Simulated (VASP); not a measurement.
La6N, 7 atoms in the cell. The structure is trigonal, space group P-3m1 (No. 164). Conventional cell: a = 3.650 Å, b = 3.650 Å, c = 16.200 Å, α = 90.00°, β = 90.00°, γ = 120.00°. La (site symmetry 3m) has 12 La at 3.42 to 3.65 Å within 4.5 Å. Within 3.5 Å of La (site symmetry 3m) lie 3 N at 2.50 Å and 6 La at 3.42 to 3.43 Å. La (site symmetry 3m) has 12 La at 3.43 to 3.65 Å and 1 N at 4.05 Å within 4.5 Å. N (site symmetry -3m) has 6 La at 2.50 Å within 3.3 Å. 

* Program: VASP 6.6.1
* Task: relaxation of cell and atoms
* Functional: PBE
* Potentials or basis: VASP PAW PBE potentials, release 64 (La, N)
* Cutoff: 600 eV
* k mesh: 5 × 5 × 1
* Occupations: gaussian, width 0.2 eV
* Spin: no spin polarisation
* Dipole correction: no
* Further INCAR settings: ALGO = Normal; EDIFF = 1e-07; IBRION = 2; EDIFFG = -0.08; NSW = 36; ISIF = 3

Potentials or basis: VASP PAW PBE potentials, release 64 (La, N).

Run with:

```console
$ cat potpaw_PBE.64/La/POTCAR potpaw_PBE.64/N/POTCAR > POTCAR
$ mpirun -np 1 vasp_std > vasp.out
```

Hardware: 1 thread of AMD EPYC 7R43 64-Core Processor (Zen 3), on a shared host.

Q: How long does it take, and how much memory?

A: Run time: 40 min on 1 thread of AMD EPYC 7R43 64-Core Processor (Zen 3), on a shared host, peak memory 0.36 GiB. Counts: scf iterations 159, k points 5, ion steps 12.
